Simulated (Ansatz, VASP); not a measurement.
# Two plane-wave programs on SiO2

```
Si O
1.0
     3.33451    0.00000    0.00000
     0.00000    3.33451    0.00000
     0.00000    0.00000   30.71634
Si O
2 4
Direct
  0.00000 0.00000 0.23037
  0.00000 0.00000 0.35588
  0.00000 0.50000 0.23025
  0.50000 0.00000 0.23025
  0.00000 0.50000 0.35600
  0.50000 0.00000 0.35600
```

Alike in both runs: functional PBE; dispersion D3(BJ); k mesh 12 × 12 × 1; occupations gaussian, width 0.1 eV; no spin polarisation.

Ansatz relaxed the structure, and its values are those at the end. VASP's run is a single point on that final structure, the one shown.

```csv
,VASP,Ansatz
version,VASP 6.6.1,Ansatz 0.2.0
potentials or method,"VASP PAW PBE potentials, release 64 (Si, O), cutoff 520 eV","scalar-relativistic, plane waves, PAW"
valence electrons in the cell,32,32
```

|  | VASP | Ansatz | Ansatz less VASP |
| --- | --- | --- | --- |
| gap on the k mesh at the Fermi level (eV) | none | none | - |
| rms of the force components (eV/Å) | 0.004 | 0.002 | -0.0013 |

A gap of «none» marks a metal or a gap that the smearing closes.
